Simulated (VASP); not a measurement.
# DyGaH4 (P6/mmm) in VASP: a series of runs

The runs below take DyGaH4 through single point, relaxation of cell and atoms, with PBE.

Everything below comes from runs of VASP 6.6.1. Logs are shortened: lines on timing, memory, paths and dates and some standing lists are left out, and cuts for length are marked.

## Step 1: The cell of the first run

Symmetry: P6/mmm, No. 191, hexagonal system. The conventional cell has a = 3.536 Å, b = 3.536 Å, c = 5.781 Å, α = 90.00°, β = 90.00°, γ = 120.00°. Dy (site symmetry 6/mmm) has 12 H at 2.32 Å and 2 Ga at 2.89 Å within 3.1 Å. Within 3.6 Å of Ga (site symmetry 6/mmm) lie 12 H at 2.72 Å and 2 Dy at 2.89 Å and 6 Ga at 3.54 Å. H (site symmetry 3m) has 4 H at 2.04 to 2.19 Å and 3 Dy at 2.32 Å and 3 Ga at 2.72 Å within 2.8 Å.

The cell was generated, and may not be a known phase.

## Step 2: Single point, PBE

INCAR reads:

```
ALGO = Normal ; EDIFF = 1E-6
ENCUT = 500 ; GGA = PE
GGA_COMPAT = False ; ISIF = 2
ISMEAR = 0 ; LASPH = True
LCHARG = False ; LMAXMIX = 6
LREAL = False ; LWAVE = False
NBANDS = 22 ; NELM = 200
PREC = Accurate ; SIGMA = 0.1
```

KPOINTS reads:

```
k-points
0
Gamma
  12 12 8
```

POSCAR reads:

```
DyGaH4
1.0
    3.5359563189      0.0000000000      0.0000000000
   -1.7679781594      3.0622279989      0.0000000000
    0.0000000000      0.0000000000      5.7810651681
Dy Ga H
1 1 4
Direct
    0.0000000000      0.0000000000      0.5000000000
    0.0000000000      0.0000000000      0.0000000000
    0.3333333333      0.6666666667      0.3104570476
    0.6666666667      0.3333333333      0.3104570476
    0.6666666667      0.3333333333      0.6895429524
    0.3333333333      0.6666666667      0.6895429524
```

Potentials or basis: VASP PAW PBE potentials, release 64 (Dy_3, Ga_d, H), 4f in core.

Run with:

```
> cat potpaw_PBE.64/Dy_3/POTCAR potpaw_PBE.64/Ga_d/POTCAR potpaw_PBE.64/H/POTCAR > POTCAR
> mpirun -np 1 vasp_std > vasp.out
```

OUTCAR:

```text
EDIFF = 1E-6
   ENCUT = 500
   GGA = PE
   ISIF = 2
   ISMEAR = 0
   LASPH = True
   LREAL = False
   NELM = 200
   PREC = Accurate

 ion  position               nearest neighbor table
   1  0.000  0.000  0.500-   3 2.32   4 2.32   5 2.32   6 2.32   4 2.32   5 2.32   3 2.32   6 2.32
                             4 2.32   5 2.32   3 2.32   6 2.32   2 2.89   2 2.89
   2  0.000  0.000  0.000-   1 2.89   1 2.89
   3  0.333  0.667  0.310-   1 2.32   1 2.32   1 2.32
   4  0.667  0.333  0.310-   1 2.32   1 2.32   1 2.32
   5  0.667  0.333  0.690-   1 2.32   1 2.32   1 2.32
   6  0.333  0.667  0.690-   1 2.32   1 2.32   1 2.32

  LATTYP: Found a hexagonal cell.
 ALAT       =     3.5359563189
 C/A-ratio  =     1.6349368167

  Lattice vectors:

 A1 = (   3.5359563189,   0.0000000000,   0.0000000000)
 A2 = (  -1.7679781594,   3.0622279989,   0.0000000000)
 A3 = (   0.0000000000,   0.0000000000,   5.7810651681)

Analysis of symmetry for initial positions (statically):
=====================================================================
 Subroutine PRICEL returns:
 Original cell was already a primitive cell.

 Routine SETGRP: Setting up the symmetry group for a
 hexagonal supercell.

 Subroutine GETGRP returns: Found 24 space group operations
 (whereof 24 operations were pure point group operations)
 out of a pool of 24 trial point group operations.

The static configuration has the point symmetry D_6h.

Analysis of symmetry for dynamics (positions and initial velocities):
=====================================================================
 Subroutine PRICEL returns:
 Original cell was already a primitive cell.

 Routine SETGRP: Setting up the symmetry group for a
 hexagonal supercell.

 Subroutine GETGRP returns: Found 24 space group operations
 (whereof 24 operations were pure point group operations)
 out of a pool of 24 trial point group operations.

The dynamic configuration has the point symmetry D_6h.

 Subroutine INISYM returns: Found 24 space group operations
 (whereof 24 operations are pure point group operations),
 and found     1 'primitive' translations

----------------------------------------------------------------------------------------

                                     Primitive cell

  volume of cell :      62.5968

  direct lattice vectors                    reciprocal lattice vectors
     3.535956319  0.000000000  0.000000000     0.282808923  0.163279808  0.000000000
    -1.767978159  3.062227999  0.000000000     0.000000000  0.326559616  0.000000000
     0.000000000  0.000000000  5.781065168     0.000000000  0.000000000  0.172978503

  length of vectors
     3.535956319  3.535956319  5.781065168     0.326559616  0.326559616  0.172978503

  position of ions in fractional coordinates (direct lattice)
     0.000000000  0.000000000  0.500000000
     0.000000000  0.000000000  0.000000000
     0.333333333  0.666666667  0.310457048
     0.666666667  0.333333333  0.310457048
     0.666666667  0.333333333  0.689542952
     0.333333333  0.666666667  0.689542952

  ion indices of the primitive-cell ions
   primitive index   ion index
                 1           1
                 2           2
                 3           3
                 4           4
                 5           5
                 6           6

----------------------------------------------------------------------------------------

 KPOINTS: k-points

Automatic generation of k-mesh.
 Grid dimensions read from file:
 generate k-points for:   12   12    8

 Generating k-lattice:

  Cartesian coordinates                     Fractional coordinates (reciprocal lattice)
     0.023567410  0.013606651  0.000000000     0.083333333  0.000000000  0.000000000
     0.000000000  0.027213301  0.000000000     0.000000000  0.083333333  0.000000000
     0.000000000  0.000000000  0.021622313     0.000000000  0.000000000  0.125000000

  Length of vectors
     0.027213301  0.027213301  0.021622313

  Shift w.r.t. Gamma in fractional coordinates (k-lattice)
     0.000000000  0.000000000  0.000000000

 Subroutine IBZKPT returns following result:
 ===========================================

 Found     95 irreducible k-points:

 Following reciprocal coordinates:
            Coordinates               Weight
  0.000000  0.000000  0.000000      1.000000
  0.083333  0.000000  0.000000      6.000000
  0.166667  0.000000  0.000000      6.000000
  0.250000  0.000000  0.000000      6.000000
  0.333333 -0.000000  0.000000      6.000000
  0.416667  0.000000  0.000000      6.000000
[... 16 lines left out ...]
  0.250000  0.000000  0.125000     12.000000
  0.333333 -0.000000  0.125000     12.000000
 [... further k-points ...]
   k-points           NKPTS =     95   k-points in BZ     NKDIM =     95   number of bands    NBANDS=     22
   number of dos      NEDOS =    301   number of ions     NIONS =      6
   total plane-waves  NPLWV =  32928
   dimension x,y,z NGX =    28 NGY =   28 NGZ =   42
   dimension x,y,z NGXF=    56 NGYF=   56 NGZF=   84
   ions per type =               1   1   4
   NGX,Y,Z   is equivalent  to a cutoff of  13.16, 13.16, 12.08 a.u.
   NGXF,Y,Z  is equivalent  to a cutoff of  26.33, 26.33, 24.16 a.u.
 SYSTEM =  unknown system
   PREC   = accura    normal or accurate (medium, high low for compatibility)
   ISTART =      0    job   : 0-new  1-cont  2-samecut
   ICHARG =      2    charge: 1-file 2-atom 10-const
   ISPIN  =      1    spin polarized calculation?
   LNONCOLLINEAR =      F non collinear calculations
   LSORBIT =      F    spin-orbit coupling
   LASPH  =      T    aspherical Exc in radial PAW
   ENCUT  =  500.0 eV  36.75 Ry    6.06 a.u.   6.45  6.45 10.54*2*pi/ulx,y,z
   NELM   =    200;   NELMIN=  2; NELMDL= -5     # of ELM steps
   EDIFF  = 0.1E-05   stopping-criterion for ELM
   LREAL  =      F    real-space projection
   EDIFFG = 0.1E-04   stopping-criterion for IOM
   NSW    =      0    number of steps for IOM
   IBRION =     -1    ionic relax: 0-MD 1-quasi-New 2-CG
   NFREE  =      0    steps in history (QN), initial steepest desc. (CG)
   ISIF   =      2    stress and relaxation
   ISYM   =      2    0-nonsym 1-usesym 2-fastsym
   POTIM  = 0.5000    time-step for ionic-motion
   TEBEG  =    0.0;   TEEND  =   0.0 temperature during run
   PSTRESS=    0.0 pullay stress
   NELECT =      26.0000    total number of electrons
   NUPDOWN=      -1.0000    fix difference up-down
   EMIN   =  10.00;   EMAX   =-10.00  energy-range for DOS
   EFERMI =   0.00;   METHOD = LEGACY
   ISMEAR =     0;   SIGMA  =   0.10  broadening in eV -4-tet -1-fermi 0-gaus
   EFERMI_NEDOS =   21; number of points for ismear=-14 and -15
   IALGO  =     38    algorithm
   IMIX   =      4    mixing-type and parameters
     AMIX     =   0.40;   BMIX     =  1.00
     AMIX_MAG =   1.60;   BMIX_MAG =  1.00
  volume/ion in A,a.u.               =      10.43        70.40
  Fermi-wavevector in a.u.,A,eV,Ry     =   1.221467  2.308239 20.299653  1.491982
  Thomas-Fermi vector in A             =   2.356649
   LORBIT       =      0    0 simple, 1 ext, 2 COOP (PROOUT), +10 PAW based schemes
   GGA     = PE    functional components
   LHFCALC =     F    Hartree Fock is set to
   AEXX    =    0.0000 exact exchange contribution
   IVDW    =     0    specifies the selected vdW correction
   LEPSILON=     F    determine dielectric tensor
   LRPA    =     F    only Hartree local field effects (RPA)
 non-spin polarized calculation
 Gauss-broadening in eV      SIGMA  =   0.10
  energy-cutoff  :      500.00
  volume of cell :       62.60
 maximum number of plane-waves:      1617
 NGX is ok and might be reduce to    28
   NGX = 13   NGY = 13   NGZ = 21

 number of electron      25.9999995 magnetization

 Free energy of the ion-electron system (eV)
  ---------------------------------------------------
  ext. energy  EPLUGINS =         0.00000000
  ---------------------------------------------------
  free energy    TOTEN  =       -20.81046278 eV

  energy without entropy =      -20.80597293  energy(sigma->0) =      -20.80821785

 E-fermi :   3.3363     XC(G=0): -10.2830

 val. band max:        3.2998627911   @ k =   0.3333  -0.0000   0.5000
 cond. band min:       3.3513977644   @ k =   0.2500   0.1667   0.3750
 fundamental gap:      0.0515349733
 Fermi energy:         3.3362953792

 k-point     1 :       0.0000    0.0000    0.0000
  band No.  band energies     occupation
      1     -19.3783      2.00000
      2     -18.8694      2.00000
      3     -18.8694      2.00000
      4     -12.1372      2.00000
      5     -12.1372      2.00000
      6     -12.0968      2.00000
[... 14 lines left out ...]
     21       9.1013      0.00000
     22      11.6529      0.00000

 k-point     2 :       0.0833    0.0000    0.0000
  band No.  band energies     occupation
      1     -19.3694      2.00000
      2     -18.9168      2.00000
      3     -18.8788      2.00000
      4     -12.1380      2.00000
      5     -12.1337      2.00000
      6     -12.0947      2.00000
[... 14 lines left out ...]
     21       8.8911      0.00000
     22      12.3243      0.00000

 k-point     3 :       0.1667    0.0000    0.0000
  band No.  band energies     occupation
      1     -19.3449      2.00000
      2     -19.0432      2.00000
      3     -18.9041      2.00000
      4     -12.1406      2.00000
      5     -12.1243      2.00000
      6     -12.0888      2.00000
[... 14 lines left out ...]
     21       9.6429      0.00000
     22      12.3719      0.00000
[... 476 lines left out ...]
 k-point    23 :       0.2500    0.0000    0.1250
  band No.  band energies     occupation
      1     -19.3136      2.00000
      2     -19.2097      2.00000
      3     -18.9386      2.00000
      4     -12.1447      2.00000
      5     -12.1112      2.00000
      6     -12.0756      2.00000
[... 14 lines left out ...]
     21      10.8656      0.00000
     22      12.2263      0.00000

 k-point    24 :       0.3333   -0.0000    0.1250
  band No.  band energies     occupation
      1     -19.3697      2.00000
      2     -19.2795      2.00000
      3     -18.9727      2.00000
      4     -12.1494      2.00000
      5     -12.0981      2.00000
      6     -12.0690      2.00000
[... 14 lines left out ...]
     21      11.4779      0.00000
     22      12.2576      0.00000

 [... further k-points ...]

------------------------ aborting loop because EDIFF is reached ----------------------------------------

  FORCE on cell =-STRESS in cart. coord.  units (eV):
  Direction    XX          YY          ZZ          XY          YZ          ZX
  --------------------------------------------------------------------------------------
  -------------------------------------------------------------------------------------
  Total        0.0474114      0.0474114      0.0104040      0.0000000      0.0000000     -0.0000000
  in kB        1.2135031      1.2135031      0.2662933      0.0000000      0.0000000     -0.0000000
  external PRESSURE =       0.8977665 kB  Pullay stress =       0.0000000 kB

 VOLUME and BASIS-vectors are now :
 -----------------------------------------------------------------------------
  energy-cutoff  :      500.00
  volume of cell :       62.60
      direct lattice vectors                 reciprocal lattice vectors
     3.535956319  0.000000000  0.000000000     0.282808923  0.163279808  0.000000000
    -1.767978159  3.062227999  0.000000000     0.000000000  0.326559616  0.000000000
     0.000000000  0.000000000  5.781065168     0.000000000  0.000000000  0.172978503

 POSITION                                       TOTAL-FORCE (eV/Angst)
 -----------------------------------------------------------------------------------
      0.00000      0.00000      2.89053        -0.000000     -0.000000      0.000000
      0.00000      0.00000      0.00000        -0.000000     -0.000000      0.000000
     -0.00000      2.04149      1.79477         0.000000      0.000000     -0.006631
      1.76798      1.02074      1.79477        -0.000000     -0.000000     -0.006631
      1.76798      1.02074      3.98629        -0.000000     -0.000000      0.006631
     -0.00000      2.04149      3.98629         0.000000      0.000000      0.006631
 -----------------------------------------------------------------------------------
    total drift:                               -0.000000      0.000000      0.000000

  FREE ENERGIE OF THE ION-ELECTRON SYSTEM (eV)
  ---------------------------------------------------
  free  energy   TOTEN  =       -20.8104627767 eV

  energy  without entropy=      -20.8059729286  energy(sigma->0) =      -20.80821785
```

It took 66 s on 1 thread of Intel Xeon 6975P-C (Granite Rapids), shared host; peak memory 0.27 GiB.

What came out:

- Free energy: -20.8105 eV
- Pressure: 0.1 GPa
- Largest force: 0.007 eV/Å
- Band gap on the k mesh: zero (bands 13 and 14 overlap by 3.06 eV)

Forces on the atoms (eV/Å):
```
Dy   0.000  0.000  0.000
Ga   0.000  0.000  0.000
H    0.000  0.000 -0.007
H    0.000  0.000 -0.007
H    0.000  0.000  0.007
H    0.000  0.000  0.007
```

Caveat: spin-orbit coupling is left out, which moves the levels of the heavy elements; the 4f electrons are frozen in the core, so they carry no moment and show no levels. Spin polarisation is off, so any magnetic state and its effect on volume and gap are missing.

## Step 3: Relaxation of cell and atoms, PBE

This run uses another cell than the first one, of 10.29 Å³/atom.

INCAR reads:

```
SYSTEM = DyGaH4
ALGO = Normal
EDIFF = 1E-7
EDIFFG = -0.01
ENCUT = 500
GGA = PE
GGA_COMPAT = .FALSE.
IBRION = 2
ISIF = 3
ISMEAR = 0
LASPH = .TRUE.
LCHARG = .FALSE.
LMAXMIX = 6
LREAL = .FALSE.
LWAVE = .FALSE.
NELM = 200
NELMIN = 4
NSW = 100
PREC = Accurate
SIGMA = 0.1
```

KPOINTS reads:

```
k-points
0
G
  12 12 8
  0 0 0
```

POSCAR reads:

```
DyGaH4
1.0
    3.5242162221      0.0000000000      0.0000000000
   -1.7621081110      3.0520607767      0.0000000000
    0.0000000000      0.0000000000      5.7414536507
Dy Ga H
1 1 4
Direct
    0.0000000000      0.0000000000      0.5000000000
    0.0000000000      0.0000000000      0.0000000000
    0.3333333333      0.6666666667      0.3038293553
    0.6666666667      0.3333333333      0.3038293553
    0.6666666667      0.3333333333      0.6961706447
    0.3333333333      0.6666666667      0.6961706447
```

Potentials or basis: VASP PAW PBE potentials, release 64 (Dy_3, Ga_d, H), 4f in core.

Run with:

```
> cat potpaw_PBE.64/Dy_3/POTCAR potpaw_PBE.64/Ga_d/POTCAR potpaw_PBE.64/H/POTCAR > POTCAR
> mpirun -np 1 vasp_std > vasp.out
```

Wall time 3.4 min (1 thread of Intel Xeon 6975P-C (Granite Rapids), shared host); peak memory 0.26 GiB.

Results (log left out):

```
Free energy                           : -20.8097 eV
Relaxed volume                        : 10.43 Å³/atom
Relaxed cell                          : a = 3.537 Å, b = 3.537 Å, c = 5.776 Å, α = 90.00°, β = 90.00°, γ = 120.00°
Space group after relaxing (to 0.1 Å) : P6/mmm (No. 191)
Energy gained by relaxing             : 0.8 meV/atom
Ionic steps                           : 7
Pressure after relaxing               : 0.1 GPa
Band gap on the k mesh                : zero (bands 13 and 14 overlap by 3.06 eV)
```

The path:
```tsv
step	energy change (eV)	largest force (eV/Å)	pressure (GPa)	volume (Å³)
1	0.0000	0.0563	0.36	61.76
2	-0.0010	0.0557	0.18	61.97
3	-0.0024	0.0540	-0.38	62.60
4	-0.0032	0.0443	-0.28	62.57
5	-0.0048	0.0148	0.01	62.50
6	-0.0049	0.0009	0.13	62.47
7	-0.0050	0.0001	0.05	62.58
```

Final structure:
```cif
data_structure
_symmetry_space_group_name_H-M 'P 1'
_symmetry_Int_Tables_number 1
_cell_length_a 3.5368
_cell_length_b 3.5368
_cell_length_c 5.7762
_cell_angle_alpha 90.000
_cell_angle_beta 90.000
_cell_angle_gamma 120.000
_cell_volume 62.58
loop_
_atom_site_label
_atom_site_type_symbol
_atom_site_fract_x
_atom_site_fract_y
_atom_site_fract_z
_atom_site_occupancy
Dy1 Dy 0.00000 0.00000 0.50000 1
Ga1 Ga 0.00000 0.00000 0.00000 1
H1 H 0.33333 0.66667 0.30987 1
H2 H 0.66667 0.33333 0.30987 1
H3 H 0.66667 0.33333 0.69013 1
H4 H 0.33333 0.66667 0.69013 1
```

Levels at points of the mesh, in eV from the Fermi level:
```tsv
k point	band 11	band 12	band 13	band 14	band 15	band 16
(0.00, 0.00, 0.00)	-5.22	0.64	2.14	2.14	2.98	3.57
(0.50, 0.00, 0.00)	-4.60	-3.73	-1.40	0.48	3.10	3.33
(0.00, 0.00, 0.50)	-1.58	-1.16	0.75	2.17	2.17	2.73
(0.50, 0.00, 0.50)	-4.88	-4.17	-0.44	-0.06	1.03	1.83
```

Caveat: spin-orbit coupling is left out, which moves the levels of the heavy elements; the 4f electrons are frozen in the core, so they carry no moment and show no levels. Spin polarisation is off, so any magnetic state and its effect on volume and gap are missing.

The gap in the log of VASP goes by the Fermi energy; the results here count the filled bands.